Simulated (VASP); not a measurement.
Crystal: V.

```
V
1.0
     2.69235    0.00000    0.00000
    -1.34617    2.33164    0.00000
     0.00000    0.00000    4.39661
V
2
Direct
  0.33333 0.66667 0.25000
  0.66667 0.33333 0.75000
```

This isn't the form of V at room conditions, which is bcc.

| Property | Result |
| --- | --- |
| Program | VASP 6.6.1 |
| Task | relaxation of cell and atoms |
| Functional | LDA |
| Potentials or basis | VASP PAW LDA potentials, release 64 (V_sv) |
| Cutoff | 500 eV |
| k mesh | 9 × 9 × 4 |
| Occupations | gaussian, width 0.1 eV |
| Spin | no spin polarisation |

At the start: pressure -11.4 GPa; volume 13.80 Å³/atom.

Q: How do energy, volume and symmetry change on relaxing?

A: Over 8 steps the energy falls by 77.7 meV/atom and the volume is 12.92 Å³/atom (-6.3 %); space group P6_3/mmc (No. 194, to 0.1 Å) before and after.

The path:
```
step  energy change (eV)  largest force (eV/Å)  pressure (GPa)  volume (Å³)
   1              0.0000                0.0000          -11.41        27.60
   2              0.0037                0.0000           19.41        23.84
   3             -0.0858                0.0000            1.91        25.66
   4             -0.1356                0.0000            2.09        25.60
   5             -0.1005                0.0000            4.68        25.29
   6             -0.1525                0.0000            2.70        25.51
   7             -0.1490                0.0000           -3.87        26.37
   8             -0.1554                0.0000           -0.03        25.85
```

Final structure:
```
V
1.0
     2.54075    0.00000    0.00000
    -1.27038    2.20036    0.00000
     0.00000    0.00000    4.62369
V
2
Cartesian
  0.0000 1.4669 1.1559
  1.2704 0.7335 3.4678
```
